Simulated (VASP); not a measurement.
Write the native input for VASP 6.6.1 that does the following.

- Task: single point
- Functional: RPBE
- Potentials or basis: VASP PAW PBE potentials, release 64 (B, N)
- Cutoff: 600 eV
- k mesh: 10 × 10 × 6
- Occupations: gaussian, width 0.05 eV
- Spin: no spin polarisation
- Dipole correction: no
- Further INCAR settings: ALGO = Normal; EDIFF = 1e-06; NBANDS = 16

The structure of BN lies in POSCAR:

```
BN
1.0
    2.6139348531      0.0000000000      0.0000000000
   -1.3069674265      2.2637339866      0.0000000000
    0.0000000000      0.0000000000      4.3186757680
B N
2 2
Direct
    0.6666666667      0.3333333333      0.0000370998
    0.3333333333      0.6666666667      0.5000370998
    0.6666666667      0.3333333333      0.3749629002
    0.3333333333      0.6666666667      0.8749629002
```

The input as run:

INCAR

```
ALGO = Normal
EDIFF = 1E-6
ENCUT = 600
GGA = RP
GGA_COMPAT = False
ISIF = 2
ISMEAR = 0
LASPH = True
LCHARG = False
LREAL = False
LWAVE = False
NBANDS = 16
NELM = 120
PREC = Accurate
SIGMA = 0.05
```

KPOINTS

```
k-points
0
Gamma
  10 10 6
```

Potentials or basis: VASP PAW PBE potentials, release 64 (B, N).

Run with:

```console
$ cat potpaw_PBE.64/B/POTCAR potpaw_PBE.64/N/POTCAR > POTCAR
$ mpirun -np 1 vasp_std > vasp.out
```

It gave:

- Pressure: -17.1 GPa
- Largest force: 0.015 eV/Å
- Band gap on the k mesh: 5.58 eV, indirect (least direct gap 7.94 eV)

Caveat: the PAW data sets were made with another functional, which shifts forces and pressure a little.

Wall time 55 s on 1 thread of Intel Xeon 8259CL (shared host), peak memory 0.16 GiB.
